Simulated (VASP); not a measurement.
# ScNb2O3 (Cmmm) in VASP: further runs

Runs on ScNb2O3. Level: PBE. Tasks: single point.

All numbers are computed with VASP 6.6.1; they aren't measurements. Logs are shortened: lines on timing, memory, paths and dates and some standing lists are left out, and cuts for length are marked.

### Step 1. The cell of the first run

It takes space group Cmmm (No. 65, orthorhombic). The conventional cell has a = 5.594 Å, b = 8.530 Å, c = 2.784 Å, α = 90.00°, β = 90.00°, γ = 90.00°. Sc (site symmetry mmm) has 2 Nb at 2.43 Å and 2 Sc at 2.78 Å and 10 O at 2.80 to 2.91 Å within 3.2 Å. Within 2.4 Å of Nb (site symmetry m2m) lie 5 O at 1.84 to 1.99 Å. Within 2.4 Å of O (site symmetry mmm) lie 2 Nb at 1.84 Å. Within 2.6 Å of O (site symmetry 2/m) lie 4 Nb at 1.99 Å.

### Step 2. Single point, PBE

Input file INCAR:

```
SYSTEM = ScNb2O3
PREC = Accurate
ENCUT = 520
EDIFF = 1E-6
ISMEAR = 0
SIGMA = 0.1
LREAL = .FALSE.
LASPH = .TRUE.
NELM = 80
ALGO = Normal
ISIF = 2
LWAVE = .FALSE.
LCHARG = .TRUE.
GGA = PE
LELF = .TRUE.
LVHAR = .TRUE.
NBANDS = 36
```

Input file KPOINTS:

```
Automatic mesh
0
G
  4 4 6
  0 0 0
```

Input file POSCAR:

```
ScNb2O3
1.0
    2.7968469300     -4.2649772600      0.0000000000
    2.7968469300      4.2649772600      0.0000000000
    0.0000000000      0.0000000000      2.7839725400
Sc Nb O
1 2 3
Direct
    0.5000000000      0.5000000000      0.0000000000
    0.2156325000      0.7843675000      0.0000000000
    0.7843675000      0.2156325000      0.0000000000
    0.0000000000      0.0000000000      0.0000000000
    0.5000000000      0.0000000000      0.5000000000
    0.0000000000      0.5000000000      0.5000000000
```

Potentials or basis: VASP PAW PBE potentials, release 64 (Sc_sv, Nb_sv, O).

Command:

```
> cat potpaw_PBE.64/Sc_sv/POTCAR potpaw_PBE.64/Nb_sv/POTCAR potpaw_PBE.64/O/POTCAR > POTCAR
> mpirun -np 1 vasp_std > vasp.out
```

OUTCAR:

```text
SYSTEM = ScNb2O3
   PREC = Accurate
   ENCUT = 520
   EDIFF = 1E-6
   ISMEAR = 0
   LREAL = .FALSE.
   LASPH = .TRUE.
   NELM = 80
   ISIF = 2
   GGA = PE

 ion  position               nearest neighbor table
   1  0.500  0.500  0.000-   2 2.43   3 2.43
   2  0.216  0.784  0.000-   4 1.84   5 1.99   6 1.99   5 1.99   6 1.99   1 2.43   3 2.86   3 2.86

   3  0.784  0.216  0.000-   4 1.84   5 1.99   6 1.99   5 1.99   6 1.99   1 2.43   2 2.86   2 2.86

   4  0.000  0.000  0.000-   2 1.84   3 1.84
   5  0.500  0.000  0.500-   2 1.99   3 1.99   2 1.99   3 1.99
   6  0.000  0.500  0.500-   2 1.99   3 1.99   2 1.99   3 1.99

  LATTYP: Found a base centered orthorhombic cell.
 ALAT       =     5.5936938600
 B/A-ratio  =     1.5249233751
 C/A-ratio  =     0.4976984100

  Lattice vectors:

 A1 = (   2.7968469300,  -4.2649772600,   0.0000000000)
 A2 = (   2.7968469300,   4.2649772600,   0.0000000000)
 A3 = (   0.0000000000,   0.0000000000,   2.7839725400)

Analysis of symmetry for initial positions (statically):
=====================================================================
 Subroutine PRICEL returns:
 Original cell was already a primitive cell.

 Routine SETGRP: Setting up the symmetry group for a
 base centered orthorhombic supercell.

 Subroutine GETGRP returns: Found  8 space group operations
 (whereof  8 operations were pure point group operations)
 out of a pool of  8 trial point group operations.

The static configuration has the point symmetry D_2h.

Analysis of symmetry for dynamics (positions and initial velocities):
=====================================================================
 Subroutine PRICEL returns:
 Original cell was already a primitive cell.

 Routine SETGRP: Setting up the symmetry group for a
 base centered orthorhombic supercell.

 Subroutine GETGRP returns: Found  8 space group operations
 (whereof  8 operations were pure point group operations)
 out of a pool of  8 trial point group operations.

The dynamic configuration has the point symmetry D_2h.

 Subroutine INISYM returns: Found  8 space group operations
 (whereof  8 operations are pure point group operations),
 and found     1 'primitive' translations

----------------------------------------------------------------------------------------

                                     Primitive cell

  volume of cell :      66.4172

  direct lattice vectors                    reciprocal lattice vectors
     2.796846930 -4.264977260  0.000000000     0.178772744 -0.117233919  0.000000000
     2.796846930  4.264977260  0.000000000     0.178772744  0.117233919  0.000000000
     0.000000000  0.000000000  2.783972540     0.000000000  0.000000000  0.359198945

  length of vectors
     5.100233698  5.100233698  2.783972540     0.213783736  0.213783736  0.359198945

  position of ions in fractional coordinates (direct lattice)
     0.500000000  0.500000000  0.000000000
     0.215632500  0.784367500  0.000000000
     0.784367500  0.215632500  0.000000000
     0.000000000  0.000000000  0.000000000
     0.500000000  0.000000000  0.500000000
     0.000000000  0.500000000  0.500000000

  ion indices of the primitive-cell ions
   primitive index   ion index
                 1           1
                 2           2
                 3           3
                 4           4
                 5           5
                 6           6

----------------------------------------------------------------------------------------

 KPOINTS: Automatic mesh

Automatic generation of k-mesh.
 Grid dimensions read from file:
 generate k-points for:    4    4    6

 Generating k-lattice:

  Cartesian coordinates                     Fractional coordinates (reciprocal lattice)
     0.044693186 -0.029308480  0.000000000     0.250000000  0.000000000  0.000000000
     0.044693186  0.029308480  0.000000000     0.000000000  0.250000000  0.000000000
     0.000000000  0.000000000  0.059866491     0.000000000  0.000000000  0.166666667

  Length of vectors
     0.053445934  0.053445934  0.059866491

  Shift w.r.t. Gamma in fractional coordinates (k-lattice)
     0.000000000  0.000000000  0.000000000

 Subroutine IBZKPT returns following result:
 ===========================================

 Found     28 irreducible k-points:

 Following reciprocal coordinates:
            Coordinates               Weight
  0.000000  0.000000  0.000000      1.000000
  0.250000 -0.000000  0.000000      4.000000
  0.500000 -0.000000  0.000000      2.000000
  0.250000  0.250000  0.000000      2.000000
  0.500000  0.250000  0.000000      4.000000
 -0.250000  0.250000  0.000000      2.000000
[... 16 lines left out ...]
  0.250000 -0.000000  0.500000      4.000000
  0.500000 -0.000000  0.500000      2.000000
 [... further k-points ...]
   k-points           NKPTS =     28   k-points in BZ     NKDIM =     28   number of bands    NBANDS=     36
   number of dos      NEDOS =    301   number of ions     NIONS =      6
   total plane-waves  NPLWV =  38400
   dimension x,y,z NGX =    40 NGY =   40 NGZ =   24
   dimension x,y,z NGXF=    80 NGYF=   80 NGZF=   48
   ions per type =               1   2   3
   NGX,Y,Z   is equivalent  to a cutoff of  13.04, 13.04, 14.33 a.u.
   NGXF,Y,Z  is equivalent  to a cutoff of  26.08, 26.08, 28.66 a.u.
 SYSTEM =  ScNb2O3
   PREC   = accura    normal or accurate (medium, high low for compatibility)
   ISTART =      0    job   : 0-new  1-cont  2-samecut
   ICHARG =      2    charge: 1-file 2-atom 10-const
   ISPIN  =      1    spin polarized calculation?
   LNONCOLLINEAR =      F non collinear calculations
   LSORBIT =      F    spin-orbit coupling
   LASPH  =      T    aspherical Exc in radial PAW
   ENCUT  =  520.0 eV  38.22 Ry    6.18 a.u.   9.48  9.48  5.18*2*pi/ulx,y,z
   NELM   =     80;   NELMIN=  2; NELMDL= -5     # of ELM steps
   EDIFF  = 0.1E-05   stopping-criterion for ELM
   LREAL  =      F    real-space projection
   EDIFFG = 0.1E-04   stopping-criterion for IOM
   NSW    =      0    number of steps for IOM
   IBRION =     -1    ionic relax: 0-MD 1-quasi-New 2-CG
   NFREE  =      0    steps in history (QN), initial steepest desc. (CG)
   ISIF   =      2    stress and relaxation
   ISYM   =      2    0-nonsym 1-usesym 2-fastsym
   POTIM  = 0.5000    time-step for ionic-motion
   TEBEG  =    0.0;   TEEND  =   0.0 temperature during run
   PSTRESS=    0.0 pullay stress
   NELECT =      55.0000    total number of electrons
   NUPDOWN=      -1.0000    fix difference up-down
   EMIN   =  10.00;   EMAX   =-10.00  energy-range for DOS
   EFERMI =   0.00;   METHOD = LEGACY
   ISMEAR =     0;   SIGMA  =   0.10  broadening in eV -4-tet -1-fermi 0-gaus
   EFERMI_NEDOS =   21; number of points for ismear=-14 and -15
   IALGO  =     38    algorithm
   IMIX   =      4    mixing-type and parameters
     AMIX     =   0.40;   BMIX     =  1.00
     AMIX_MAG =   1.60;   BMIX_MAG =  1.00
  volume/ion in A,a.u.               =      11.07        74.70
  Fermi-wavevector in a.u.,A,eV,Ry     =   1.537337  2.905145 32.156057  2.363404
  Thomas-Fermi vector in A             =   2.643859
   LORBIT       =      0    0 simple, 1 ext, 2 COOP (PROOUT), +10 PAW based schemes
   GGA     = PE    functional components
   LHFCALC =     F    Hartree Fock is set to
   AEXX    =    0.0000 exact exchange contribution
   IVDW    =     0    specifies the selected vdW correction
   LEPSILON=     F    determine dielectric tensor
   LRPA    =     F    only Hartree local field effects (RPA)
 non-spin polarized calculation
 Gauss-broadening in eV      SIGMA  =   0.10
  energy-cutoff  :      520.00
  volume of cell :       66.42
 maximum number of plane-waves:      1811
 NGX is ok and might be reduce to    40
   NGX = 19   NGY = 19   NGZ = 11

 number of electron      55.0000008 magnetization

 Free energy of the ion-electron system (eV)
  ---------------------------------------------------
  ext. energy  EPLUGINS =         0.00000000
  ---------------------------------------------------
  free energy    TOTEN  =       -45.37713438 eV

  energy without entropy =      -45.34969984  energy(sigma->0) =      -45.36341711

 E-fermi :  11.4998     XC(G=0): -12.4198

 val. band max:       11.4962581590   @ k =   0.5000  -0.0000   0.3333
 cond. band min:      11.5121016162   @ k =   0.2500   0.2500   0.5000
 fundamental gap:      0.0158434571
 Fermi energy:        11.4997794266

 k-point     1 :       0.0000    0.0000    0.0000
  band No.  band energies     occupation
      1     -44.7807      2.00000
      2     -44.6294      2.00000
      3     -37.7317      2.00000
      4     -22.1759      2.00000
      5     -21.3807      2.00000
      6     -21.3547      2.00000
[... 28 lines left out ...]
     35      14.5526      0.00000
     36      14.8953      0.00000

 k-point     2 :       0.2500   -0.0000    0.0000
  band No.  band energies     occupation
      1     -44.7587      2.00000
      2     -44.6518      2.00000
      3     -37.7325      2.00000
      4     -22.0010      2.00000
      5     -21.5160      2.00000
      6     -21.2111      2.00000
[... 28 lines left out ...]
     35      14.3958      0.00000
     36      14.6952      0.00000

 k-point     3 :       0.5000   -0.0000    0.0000
  band No.  band energies     occupation
      1     -44.7068      2.00000
      2     -44.7042      2.00000
      3     -37.7333      2.00000
      4     -21.7057      2.00000
      5     -21.5398      2.00000
      6     -21.3156      2.00000
[... 28 lines left out ...]
     35      14.2971      0.00000
     36      15.0163      0.00000

 k-point     4 :       0.2500    0.2500    0.0000
  band No.  band energies     occupation
      1     -44.7097      2.00000
      2     -44.7013      2.00000
      3     -37.7333      2.00000
      4     -21.6109      2.00000
      5     -21.5865      2.00000
      6     -21.2549      2.00000
[... 28 lines left out ...]
     35      14.8723      0.00000
     36      15.1077      0.00000

 k-point     5 :       0.5000    0.2500    0.0000
  band No.  band energies     occupation
      1     -44.7526      2.00000
      2     -44.6575      2.00000
      3     -37.7341      2.00000
      4     -22.0109      2.00000
      5     -21.5114      2.00000
      6     -21.2158      2.00000
[... 655 lines left out ...]
 k-point    22 :       0.0000    0.0000    0.5000
  band No.  band energies     occupation
      1     -44.6001      2.00000
      2     -44.4630      2.00000
      3     -37.6024      2.00000
      4     -22.3331      2.00000
      5     -21.7160      2.00000
      6     -21.5109      2.00000
[... 28 lines left out ...]
     35      14.7506      0.00000
     36      15.2652      0.00000

 k-point    23 :       0.2500   -0.0000    0.5000
  band No.  band energies     occupation
      1     -44.5802      2.00000
      2     -44.4833      2.00000
      3     -37.6031      2.00000
      4     -22.2503      2.00000
      5     -21.8149      2.00000
      6     -21.4141      2.00000
[... 28 lines left out ...]
     35      14.9688      0.00000
     36      15.1155      0.00000

 k-point    24 :       0.5000   -0.0000    0.5000
  band No.  band energies     occupation
      1     -44.5331      2.00000
      2     -44.5307      2.00000
      3     -37.6038      2.00000
      4     -22.0437      2.00000
      5     -22.0374      2.00000
      6     -21.4158      2.00000
[... 28 lines left out ...]
     35      14.8533      0.00000
     36      14.9645      0.00000

 [... further k-points ...]

------------------------ aborting loop because EDIFF is reached ----------------------------------------

  FORCE on cell =-STRESS in cart. coord.  units (eV):
  Direction    XX          YY          ZZ          XY          YZ          ZX
  --------------------------------------------------------------------------------------
  -------------------------------------------------------------------------------------
  Total       22.5146313     32.5242538     29.7760852      0.0000000      0.0000000      0.0000000
  in kB      543.1190805    784.5805941    718.2866912      0.0000000      0.0000000      0.0000000
  external PRESSURE =     681.9954553 kB  Pullay stress =       0.0000000 kB

 VOLUME and BASIS-vectors are now :
 -----------------------------------------------------------------------------
  energy-cutoff  :      520.00
  volume of cell :       66.42
      direct lattice vectors                 reciprocal lattice vectors
     2.796846930 -4.264977260  0.000000000     0.178772744 -0.117233919  0.000000000
     2.796846930  4.264977260  0.000000000     0.178772744  0.117233919  0.000000000
     0.000000000  0.000000000  2.783972540     0.000000000  0.000000000  0.359198945

 POSITION                                       TOTAL-FORCE (eV/Angst)
 -----------------------------------------------------------------------------------
      2.79685      0.00000      0.00000        -0.000000     -0.000000      0.000000
      2.79685      2.42564      0.00000        -0.000000     -1.844333     -0.000000
      2.79685     -2.42564      0.00000        -0.000000      1.844333      0.000000
      0.00000      0.00000      0.00000        -0.000000     -0.000000      0.000000
      1.39842     -2.13249      1.39199         0.000000     -0.000000      0.000000
      1.39842      2.13249      1.39199        -0.000000     -0.000000      0.000000
 -----------------------------------------------------------------------------------
    total drift:                               -0.000000      0.000000     -0.000000

  FREE ENERGIE OF THE ION-ELECTRON SYSTEM (eV)
  ---------------------------------------------------
  free  energy   TOTEN  =       -45.3771343821 eV

  energy  without entropy=      -45.3496998442  energy(sigma->0) =      -45.36341711
```

Run time: 44 s. Hardware: 1 thread of Intel Xeon Platinum 8559C (Emerald Rapids), shared host; peak memory 0.22 GiB.

What came out:

- Free energy: -45.3771 eV
- Pressure: 68.2 GPa
- Largest force: 1.844 eV/Å

Forces in eV/Å, atoms in the order of the input:
```
Sc   0.000  0.000  0.000
Nb   0.000 -1.844  0.000
Nb   0.000  1.844  0.000
O    0.000  0.000  0.000
O    0.000  0.000  0.000
O    0.000  0.000  0.000
```

Levels at points of the mesh, in eV from the Fermi level:
```csv
k point,band 26,band 27,band 28,band 29,band 30,band 31
"(0.00, 0.00, 0.00)",-2.51,-0.89,-0.36,0.09,0.56,0.94
"(0.50, 0.00, 0.00)",-1.97,-1.41,0.33,0.64,0.88,1.16
"(0.50, 0.50, 0.00)",-0.84,-0.40,0.23,1.02,1.08,1.54
"(0.00, 0.00, 0.50)",-0.65,-0.17,0.34,0.62,1.18,1.58
"(0.50, 0.00, 0.50)",-0.92,-0.63,-0.56,0.71,0.90,2.60
"(0.50, 0.50, 0.50)",-3.26,-1.31,-0.27,0.86,1.54,2.30
```

Caveat: the k points lie up to 0.38 Å⁻¹ apart; an odd number of electrons without spin polarisation forces a metal; a magnetic or distorted state may lie lower.

(Part 1 of 2 ends here.)
